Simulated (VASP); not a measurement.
NiS:

```
CELL_PARAMETERS angstrom
3.45051 0.00000 0.00000
-1.72525 2.98823 0.00000
0.00000 0.00000 5.18962
ATOMIC_POSITIONS crystal
Ni 0.00000 0.00000 0.01250
Ni 0.00000 0.00000 0.51250
S 0.33333 0.66667 0.26250
S 0.66667 0.33333 0.76250
```

| Property | Result |
| --- | --- |
| Program | VASP 6.6.1 |
| Task | relaxation of cell and atoms |
| Functional | LDA |
| Potentials or basis | VASP PAW LDA potentials, release 64 (Ni, S) |
| Cutoff | 600 eV |
| k mesh | 15 × 15 × 8 |
| Occupations | gaussian, width 0.1 eV |
| Spin | no spin polarisation |

At the start: pressure -11.0 GPa; volume 13.38 Å³/atom.

Problem. Where does the relaxation end?

Solution. Over 8 steps the energy falls by 37.0 meV/atom and the volume is 12.40 Å³/atom (-7.3 %); space group P6_3/mmc (No. 194, to 0.1 Å) before and after.

The path:
| step | energy change (eV) | largest force (eV/Å) | pressure (GPa) | volume (Å³) |
| --- | --- | --- | --- | --- |
| 1 | 0.0000 | 0.0000 | -11.01 | 53.51 |
| 2 | -0.0449 | 0.0000 | 12.03 | 46.70 |
| 3 | -0.1461 | 0.0000 | -0.19 | 49.60 |
| 4 | -0.1461 | 0.0000 | 0.27 | 49.53 |
| 5 | -0.1474 | 0.0000 | 0.19 | 49.53 |
| 6 | -0.1479 | 0.0000 | 0.18 | 49.53 |
| 7 | -0.1479 | 0.0000 | -0.37 | 49.64 |
| 8 | -0.1479 | 0.0000 | -0.01 | 49.60 |

Final structure:
```
CELL_PARAMETERS angstrom
3.38141 0.00000 0.00000
-1.69070 2.92839 0.00000
0.00000 0.00000 5.00883
ATOMIC_POSITIONS crystal
Ni 0.00000 0.00000 0.01250
Ni 0.00000 0.00000 0.51250
S 0.33333 0.66667 0.26250
S 0.66667 0.33333 0.76250
```

Caveat: the run has no spin polarisation, though such a crystal can be magnetic.
